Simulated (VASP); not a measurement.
# Rh (P6_3/mmc) in VASP: a series of runs

Runs on Rh. Level: PBE. Tasks: single point, relaxation of cell and atoms.

All numbers are computed with VASP 6.6.1; they aren't measurements. Logs are shortened: lines on timing, memory, paths and dates and some standing lists are left out, and cuts for length are marked.

### Step 1. The cell of the first run

Symmetry: P6_3/mmc, No. 194, hexagonal system. Conventional cell: a = 2.720 Å, b = 2.720 Å, c = 4.398 Å, α = 90.00°, β = 90.00°, γ = 120.00°. Within 3.6 Å of Rh (site symmetry -6m2) lie 12 Rh at 2.70 to 2.72 Å.

This isn't the form of Rh at room conditions, which is fcc.

### Step 2. Single point, PBE

The input, INCAR:

```
ALGO = Normal ; EDIFF = 1E-6
ENCUT = 520 ; GGA = PE
ISIF = 2 ; ISMEAR = 0
LASPH = True ; LCHARG = False
LREAL = False ; LWAVE = False
NBANDS = 22 ; NELM = 60
PREC = Accurate ; SIGMA = 0.1
```

The input, KPOINTS:

```
k-points
0
Gamma
  12 12 4
```

The input, POSCAR:

```
Rh
1.0
    2.7203725155      0.0000002926      0.0000000000
   -1.3601865111      2.3559115598      0.0000000000
    0.0000000000      0.0000000000      4.3983759055
Rh
2
Direct
    0.0000000000      0.0000000000      0.0000000000
    0.3333333333      0.6666666667      0.5000000000
```

Potentials or basis: VASP PAW PBE potentials, release 64 (Rh_pv).

Started as:

```console
cat potpaw_PBE.64/Rh_pv/POTCAR > POTCAR
mpirun -np 1 vasp_std > vasp.out
```

OUTCAR:

```text
EDIFF = 1E-6
   ENCUT = 520
   GGA = PE
   ISIF = 2
   ISMEAR = 0
   LASPH = True
   LREAL = False
   NELM = 60
   PREC = Accurate

 ion  position               nearest neighbor table
   1  0.000  0.000  0.000-   2 2.70   2 2.70   2 2.70   2 2.70   2 2.70   2 2.70
   2  0.333  0.667  0.500-   1 2.70   1 2.70   1 2.70   1 2.70   1 2.70   1 2.70

  LATTYP: Found a hexagonal cell.
 ALAT       =     2.7203725155
 C/A-ratio  =     1.6168285338

  Lattice vectors:

 A1 = (   2.7203725155,   0.0000002926,   0.0000000000)
 A2 = (  -1.3601865111,   2.3559115598,   0.0000000000)
 A3 = (   0.0000000000,   0.0000000000,   4.3983759055)

Analysis of symmetry for initial positions (statically):
=====================================================================
 Subroutine PRICEL returns:
 Original cell was already a primitive cell.

 Routine SETGRP: Setting up the symmetry group for a
 hexagonal supercell.

 Subroutine GETGRP returns: Found 24 space group operations
 (whereof 12 operations were pure point group operations)
 out of a pool of 24 trial point group operations.

The static configuration has the point symmetry D_3h.
 The point group associated with its full space group is D_6h.

Analysis of symmetry for dynamics (positions and initial velocities):
=====================================================================
 Subroutine PRICEL returns:
 Original cell was already a primitive cell.

 Routine SETGRP: Setting up the symmetry group for a
 hexagonal supercell.

 Subroutine GETGRP returns: Found 24 space group operations
 (whereof 12 operations were pure point group operations)
 out of a pool of 24 trial point group operations.

The dynamic configuration has the point symmetry D_3h.
 The point group associated with its full space group is D_6h.

 Subroutine INISYM returns: Found 24 space group operations
 (whereof 12 operations are pure point group operations),
 and found     1 'primitive' translations

----------------------------------------------------------------------------------------

                                     Primitive cell

  volume of cell :      28.1890

  direct lattice vectors                    reciprocal lattice vectors
     2.720372515  0.000000293  0.000000000     0.367596692  0.212232102  0.000000000
    -1.360186511  2.355911560  0.000000000    -0.000000046  0.424464125  0.000000000
     0.000000000  0.000000000  4.398375906     0.000000000  0.000000000  0.227356647

  length of vectors
     2.720372516  2.720372515  4.398375906     0.424464125  0.424464125  0.227356647

  position of ions in fractional coordinates (direct lattice)
     0.000000000  0.000000000  0.000000000
     0.333333333  0.666666667  0.500000000

  ion indices of the primitive-cell ions
   primitive index   ion index
                 1           1
                 2           2

----------------------------------------------------------------------------------------

 KPOINTS: k-points

Automatic generation of k-mesh.
 Grid dimensions read from file:
 generate k-points for:   12   12    4

 Generating k-lattice:

  Cartesian coordinates                     Fractional coordinates (reciprocal lattice)
     0.030633058  0.017686008  0.000000000     0.083333333 -0.000000000  0.000000000
    -0.000000004  0.035372010  0.000000000     0.000000000  0.083333333  0.000000000
     0.000000000  0.000000000  0.056839162     0.000000000  0.000000000  0.250000000

  Length of vectors
     0.035372010  0.035372010  0.056839162

  Shift w.r.t. Gamma in fractional coordinates (k-lattice)
     0.000000000  0.000000000  0.000000000

 Subroutine IBZKPT returns following result:
 ===========================================

 Found     57 irreducible k-points:

 Following reciprocal coordinates:
            Coordinates               Weight
  0.000000  0.000000  0.000000      1.000000
  0.083333  0.000000  0.000000      6.000000
  0.166667 -0.000000  0.000000      6.000000
  0.250000  0.000000  0.000000      6.000000
  0.333333 -0.000000  0.000000      6.000000
  0.416667 -0.000000  0.000000      6.000000
[... 16 lines left out ...]
  0.250000  0.000000  0.250000     12.000000
  0.333333 -0.000000  0.250000     12.000000
 [... further k-points ...]
   k-points           NKPTS =     57   k-points in BZ     NKDIM =     57   number of bands    NBANDS=     22
   number of dos      NEDOS =    301   number of ions     NIONS =      2
   total plane-waves  NPLWV =  14400
   dimension x,y,z NGX =    20 NGY =   20 NGZ =   36
   dimension x,y,z NGXF=    40 NGYF=   40 NGZF=   72
   ions per type =               2
   NGX,Y,Z   is equivalent  to a cutoff of  12.22, 12.22, 13.61 a.u.
   NGXF,Y,Z  is equivalent  to a cutoff of  24.44, 24.44, 27.21 a.u.
 SYSTEM =  unknown system
   PREC   = accura    normal or accurate (medium, high low for compatibility)
   ISTART =      0    job   : 0-new  1-cont  2-samecut
   ICHARG =      2    charge: 1-file 2-atom 10-const
   ISPIN  =      1    spin polarized calculation?
   LNONCOLLINEAR =      F non collinear calculations
   LSORBIT =      F    spin-orbit coupling
   LASPH  =      T    aspherical Exc in radial PAW
   ENCUT  =  520.0 eV  38.22 Ry    6.18 a.u.   5.06  5.06  8.18*2*pi/ulx,y,z
   NELM   =     60;   NELMIN=  2; NELMDL= -5     # of ELM steps
   EDIFF  = 0.1E-05   stopping-criterion for ELM
   LREAL  =      F    real-space projection
   EDIFFG = 0.1E-04   stopping-criterion for IOM
   NSW    =      0    number of steps for IOM
   IBRION =     -1    ionic relax: 0-MD 1-quasi-New 2-CG
   NFREE  =      0    steps in history (QN), initial steepest desc. (CG)
   ISIF   =      2    stress and relaxation
   ISYM   =      2    0-nonsym 1-usesym 2-fastsym
   POTIM  = 0.5000    time-step for ionic-motion
   TEBEG  =    0.0;   TEEND  =   0.0 temperature during run
   PSTRESS=    0.0 pullay stress
   NELECT =      30.0000    total number of electrons
   NUPDOWN=      -1.0000    fix difference up-down
   EMIN   =  10.00;   EMAX   =-10.00  energy-range for DOS
   EFERMI =   0.00;   METHOD = LEGACY
   ISMEAR =     0;   SIGMA  =   0.10  broadening in eV -4-tet -1-fermi 0-gaus
   EFERMI_NEDOS =   21; number of points for ismear=-14 and -15
   IALGO  =     38    algorithm
   IMIX   =      4    mixing-type and parameters
     AMIX     =   0.40;   BMIX     =  1.00
     AMIX_MAG =   1.60;   BMIX_MAG =  1.00
  volume/ion in A,a.u.               =      14.09        95.11
  Fermi-wavevector in a.u.,A,eV,Ry     =   1.671432  3.158548 38.010384  2.793684
  Thomas-Fermi vector in A             =   2.756755
   LORBIT       =      0    0 simple, 1 ext, 2 COOP (PROOUT), +10 PAW based schemes
   GGA     = PE    functional components
   LHFCALC =     F    Hartree Fock is set to
   AEXX    =    0.0000 exact exchange contribution
   IVDW    =     0    specifies the selected vdW correction
   LEPSILON=     F    determine dielectric tensor
   LRPA    =     F    only Hartree local field effects (RPA)
 non-spin polarized calculation
 Gauss-broadening in eV      SIGMA  =   0.10
  energy-cutoff  :      520.00
  volume of cell :       28.19
 maximum number of plane-waves:       780
   NGX = 11   NGY = 11   NGZ = 17

 number of electron      30.0000002 magnetization

 Free energy of the ion-electron system (eV)
  ---------------------------------------------------
  ext. energy  EPLUGINS =         0.00000000
  ---------------------------------------------------
  free energy    TOTEN  =       -14.48430918 eV

  energy without entropy =      -14.47372964  energy(sigma->0) =      -14.47901941

 E-fermi :  11.5178     XC(G=0): -13.8713

 val. band max:       11.4881790844   @ k =   0.2500   0.0833   0.5000
 cond. band min:      11.5272089737   @ k =   0.3333   0.0833   0.0000
 fundamental gap:      0.0390298894
 Fermi energy:        11.5178483973

 k-point     1 :       0.0000    0.0000    0.0000
  band No.  band energies     occupation
      1     -35.5620      2.00000
      2     -34.9692      2.00000
      3     -34.9692      2.00000
      4     -34.8737      2.00000
      5     -34.8703      2.00000
      6     -34.8703      2.00000
[... 14 lines left out ...]
     21      29.6518      0.00000
     22      30.2379      0.00000

 k-point     2 :       0.0833    0.0000    0.0000
  band No.  band energies     occupation
      1     -35.5472      2.00000
      2     -35.0025      2.00000
      3     -34.9801      2.00000
      4     -34.9049      2.00000
      5     -34.8799      2.00000
      6     -34.8757      2.00000
[... 14 lines left out ...]
     21      29.9171      0.00000
     22      30.3604      0.00000

 k-point     3 :       0.1667   -0.0000    0.0000
  band No.  band energies     occupation
      1     -35.5051      2.00000
      2     -35.0934      2.00000
      3     -35.0089      2.00000
      4     -34.9979      2.00000
      5     -34.8986      2.00000
      6     -34.8909      2.00000
[... 14 lines left out ...]
     21      30.0606      0.00000
     22      30.3117      0.00000

 k-point     4 :       0.2500    0.0000    0.0000
  band No.  band energies     occupation
      1     -35.4417      2.00000
      2     -35.2180      2.00000
      3     -35.1218      2.00000
      4     -35.0470      2.00000
      5     -34.9299      2.00000
      6     -34.9127      2.00000
[... 14 lines left out ...]
     21      28.2966      0.00000
     22      28.8240      0.00000

 k-point     5 :       0.3333   -0.0000    0.0000
  band No.  band energies     occupation
      1     -35.3672      2.00000
      2     -35.3427      2.00000
      3     -35.2423      2.00000
      4     -35.0841      2.00000
      5     -34.9723      2.00000
      6     -34.9353      2.00000
[... 417 lines left out ...]
 k-point    22 :       0.1667   -0.0000    0.2500
  band No.  band energies     occupation
      1     -35.4315      2.00000
      2     -35.0790      2.00000
      3     -35.0581      2.00000
      4     -34.9917      2.00000
      5     -34.9303      2.00000
      6     -34.9082      2.00000
[... 14 lines left out ...]
     21      29.2051      0.00000
     22      29.4708      0.00000

 k-point    23 :       0.2500    0.0000    0.2500
  band No.  band energies     occupation
      1     -35.4111      2.00000
      2     -35.1969      2.00000
      3     -35.1504      2.00000
      4     -35.0275      2.00000
      5     -34.9545      2.00000
      6     -34.9325      2.00000
[... 14 lines left out ...]
     21      28.1080      0.00000
     22      29.1824      0.00000

 k-point    24 :       0.3333   -0.0000    0.2500
  band No.  band energies     occupation
      1     -35.4326      2.00000
      2     -35.3126      2.00000
      3     -35.1976      2.00000
      4     -35.0625      2.00000
      5     -34.9810      2.00000
      6     -34.9573      2.00000
[... 14 lines left out ...]
     21      26.4376      0.00000
     22      27.5098      0.00000

 [... further k-points ...]

------------------------ aborting loop because EDIFF is reached ----------------------------------------

  FORCE on cell =-STRESS in cart. coord.  units (eV):
  Direction    XX          YY          ZZ          XY          YZ          ZX
  --------------------------------------------------------------------------------------
  -------------------------------------------------------------------------------------
  Total       -0.0653018     -0.0653018     -0.0753444     -0.0000000     -0.0000000      0.0000000
  in kB       -3.7115532     -3.7115532     -4.2823453     -0.0000000     -0.0000000      0.0000000
  external PRESSURE =      -3.9018172 kB  Pullay stress =       0.0000000 kB

 VOLUME and BASIS-vectors are now :
 -----------------------------------------------------------------------------
  energy-cutoff  :      520.00
  volume of cell :       28.19
      direct lattice vectors                 reciprocal lattice vectors
     2.720372515  0.000000293  0.000000000     0.367596692  0.212232102  0.000000000
    -1.360186511  2.355911560  0.000000000    -0.000000046  0.424464125  0.000000000
     0.000000000  0.000000000  4.398375906     0.000000000  0.000000000  0.227356647

 POSITION                                       TOTAL-FORCE (eV/Angst)
 -----------------------------------------------------------------------------------
      0.00000      0.00000      0.00000         0.000000     -0.000000      0.000000
     -0.00000      1.57061      2.19919        -0.000000      0.000000      0.000000
 -----------------------------------------------------------------------------------
    total drift:                               -0.000000      0.000000     -0.000000

  FREE ENERGIE OF THE ION-ELECTRON SYSTEM (eV)
  ---------------------------------------------------
  free  energy   TOTEN  =       -14.4843091789 eV

  energy  without entropy=      -14.4737296391  energy(sigma->0) =      -14.47901941
```

Run time: 12 s. Hardware: 1 thread of AMD EPYC 9R45 (Zen 5), shared host; peak memory 0.13 GiB.

What came out:

```yaml
Free_energy: -14.4843 eV
Pressure: -0.4 GPa
Band_gap_on_the_k_mesh: zero (bands 15 and 16 overlap by 2.31 eV)
```

### Step 3. Single point, PBE

The input, INCAR:

```
PREC     = Accurate       # precision mode
ENCUT    = 520            # plane-wave cutoff, eV
EDIFF    = 1E-7           # SCF threshold, eV
ISMEAR   = 0              # smearing method
SIGMA    = 0.1            # smearing width, eV
LREAL    = False          # projectors in reciprocal space
LASPH    = True           # aspherical terms in the spheres
NELM     = 80             # most SCF steps
ALGO     = Fast           # electronic algorithm
ISIF     = 2              # what is computed and relaxed
LWAVE    = False          # write WAVECAR
LCHARG   = True           # write CHGCAR
GGA      = PE             # functional
LELF     = True           # ELF
LVHAR    = True         
NBANDS   = 22             # bands
```

The input, KPOINTS:

```
Automatic mesh
0
Gamma
  18 18 10
```

The input, POSCAR:

```
Rh
1.0
    2.7247109481      0.0000002930      0.0000000000
   -1.3623557278      2.3596687525      0.0000000000
    0.0000000000      0.0000000000      4.3846867719
Rh
2
Direct
    0.0000000000      0.0000000000      0.0000000000
    0.3333333333      0.6666666667      0.5000000000
```

Potentials or basis: VASP PAW PBE potentials, release 64 (Rh_pv).

Started as:

```console
cat potpaw_PBE.64/Rh_pv/POTCAR > POTCAR
mpirun -np 1 vasp_std > vasp.out
```

Wall time 65 s (1 thread of AMD EPYC 9R45 (Zen 5), shared host); peak memory 0.19 GiB.

The run converged. Its results:

- Free energy: -14.4508 eV
- Pressure: 0.1 GPa
- Band gap on the k mesh: zero (bands 15 and 16 overlap by 2.32 eV)

Levels at points of the mesh, in eV from the Fermi level:
```csv
k point,band 11,band 12,band 13,band 14,band 15,band 16,band 17,band 18,band 19,band 20
"(0.00, 0.00, 0.00)",-2.93,-2.41,-2.41,-1.89,-1.89,0.12,0.12,0.79,8.45,15.84
"(0.50, 0.00, 0.00)",-2.60,-2.15,-2.10,0.38,0.60,0.68,2.93,5.00,10.18,10.66
"(0.00, 0.00, 0.50)",-3.04,-3.04,-3.04,-3.04,-0.43,-0.43,-0.43,-0.43,14.78,14.78
"(0.50, 0.00, 0.50)",-1.64,-1.64,-0.30,-0.30,0.56,0.56,2.63,2.63,9.08,9.08
```

### Step 4. Relaxation of cell and atoms, PBE

The input, INCAR:

```
PREC = Accurate
ENCUT = 600
EDIFF = 1E-7
ISMEAR = 0
SIGMA = 0.1
LREAL = F
LASPH = T
NELM = 80
ALGO = Fast
ISIF = 3
LWAVE = F
LCHARG = F
GGA = PE
IBRION = 2
NSW = 100
EDIFFG = -0.005
```

The input, KPOINTS:

```
regular mesh
0
Gamma
  18 18 10
```

The input, POSCAR:

```
Rh
1.0
    2.7203725155      0.0000002926      0.0000000000
   -1.3601865111      2.3559115598      0.0000000000
    0.0000000000      0.0000000000      4.3983759055
Rh
2
Direct
    0.0000000000      0.0000000000      0.0000000000
    0.3333333333      0.6666666667      0.5000000000
```

Started as:

```console
cat potpaw_PBE.64/Rh_pv/POTCAR > POTCAR
mpirun -np 1 vasp_std > vasp.out
```

Run time: 4.2 min. Hardware: 1 thread of AMD EPYC 9R45 (Zen 5), shared host; peak memory 0.22 GiB.

Results (log left out):

```yaml
Free_energy: -14.4512 eV
Relaxed_volume: 14.09 Å³/atom
Relaxed_cell: a = 2.724 Å, b = 2.724 Å, c = 4.385 Å, α = 90.00°, β = 90.00°, γ = 120.00°
Space_group_after_relaxing_to_0.1_Å: P6_3/mmc (No. 194)
Energy_gained_by_relaxing: 0.2 meV/atom
Ionic_steps: 6
Pressure_after_relaxing: 0.0 GPa
Band_gap_on_the_k_mesh: zero (bands 15 and 16 overlap by 2.32 eV)
```

The path:
| step | energy change (eV) | largest force (eV/Å) | pressure (GPa) | volume (Å³) |
| --- | --- | --- | --- | --- |
| 1 | 0.0000 | 0.0000 | -0.06 | 28.19 |
| 2 | -0.0003 | 0.0000 | 0.14 | 28.17 |
| 3 | -0.0003 | 0.0000 | 0.10 | 28.17 |
| 4 | -0.0003 | 0.0000 | 0.12 | 28.17 |
| 5 | -0.0003 | 0.0000 | -0.25 | 28.21 |
| 6 | -0.0003 | 0.0000 | -0.02 | 28.18 |

Final structure:
```
Rh
1.0
     2.72438    0.00000    0.00000
    -1.36219    2.35938    0.00000
     0.00000    0.00000    4.38451
Rh
2
Direct
  0.00000 0.00000 0.00000
  0.33333 0.66667 0.50000
```

Levels at points of the mesh, in eV from the Fermi level:
```
           k point  band 12  band 13  band 14  band 15  band 16  band 17  band 18  band 19
(0.00, 0.00, 0.00)    -2.42    -2.42    -1.89    -1.89     0.12     0.12     0.79     8.45
(0.50, 0.00, 0.00)    -2.15    -2.11     0.38     0.60     0.68     2.94     5.00    10.18
(0.00, 0.00, 0.50)    -3.05    -3.05    -3.05    -0.43    -0.43    -0.43    -0.43    14.78
(0.50, 0.00, 0.50)    -1.64    -0.30    -0.30     0.56     0.56     2.63     2.63     9.09
```

### Step 5. Single point, PBE

The input, INCAR:

```
PREC = Accurate ; ENCUT = 520
EDIFF = 1E-7 ; ISMEAR = 0
SIGMA = 0.1 ; LREAL = False
LASPH = True ; NELM = 80
ALGO = Fast ; ISIF = 2
LWAVE = False ; LCHARG = False
GGA = PE ; NBANDS = 22
```

The input, KPOINTS:

```
Automatic mesh
0
Gamma
  30 30 20
```

The input, POSCAR:

```
Rh
1.0
    2.7247109481      0.0000002930      0.0000000000
   -1.3623557278      2.3596687525      0.0000000000
    0.0000000000      0.0000000000      4.3846867719
Rh
2
Direct
    0.0000000000      0.0000000000      0.0000000000
    0.3333333333      0.6666666667      0.5000000000
```

Started as:

```console
cat potpaw_PBE.64/Rh_pv/POTCAR > POTCAR
mpirun -np 1 vasp_std > vasp.out
```

Run time: 4.5 min. Hardware: 1 thread of AMD EPYC 9R45 (Zen 5), shared host; peak memory 0.51 GiB.

Results (log left out):

- Free energy: -14.4500 eV
- Pressure: 0.1 GPa
- Band gap on the k mesh: zero (bands 15 and 16 overlap by 2.33 eV)

Stress tensor (GPa, compression positive):
```
-0.07  0.00  0.00
 0.00 -0.07  0.00
 0.00  0.00  0.51
```

Levels at points of the mesh, in eV from the Fermi level:
```
           k point  band 12  band 13  band 14  band 15  band 16  band 17  band 18  band 19
(0.00, 0.00, 0.00)    -2.41    -2.41    -1.88    -1.88     0.12     0.12     0.80     8.45
(0.50, 0.00, 0.00)    -2.15    -2.10     0.38     0.61     0.68     2.94     5.00    10.18
(0.00, 0.00, 0.50)    -3.04    -3.04    -3.04    -0.43    -0.43    -0.43    -0.43    14.78
(0.50, 0.00, 0.50)    -1.63    -0.30    -0.30     0.56     0.56     2.63     2.63     9.09
```

### Step 6. Overview

| task | cell | k mesh | cutoff (eV) | gap on the mesh (eV) | pressure (GPa) |
| --- | --- | --- | --- | --- | --- |
| single point | a = 2.720, b = 2.720, c = 4.398 Å, angles 90.0, 90.0, 120.0°, 2 atoms | 12 × 12 × 4 | 520 | none | -0.4 |
| single point | a = 2.725, b = 2.725, c = 4.385 Å, angles 90.0, 90.0, 120.0°, 2 atoms | 18 × 18 × 10 | 520 | none | 0.1 |
| relaxation of cell and atoms | relaxed from a = 2.720, b = 2.720, c = 4.398 Å, angles 90.0, 90.0, 120.0°, 2 atoms | 18 × 18 × 10 | 600 | none | 0.0 |
| single point | a = 2.725, b = 2.725, c = 4.385 Å, angles 90.0, 90.0, 120.0°, 2 atoms | 30 × 30 × 20 | 520 | none | 0.1 |

Alike in all rows: level PBE; potentials or basis VASP PAW PBE potentials, release 64 (Rh_pv); no spin polarisation; smearing gaussian 0.1 eV.

Absolute energies hang on the potentials; compare differences alone.

The gap in the log of VASP goes by the Fermi energy; the results here count the filled bands.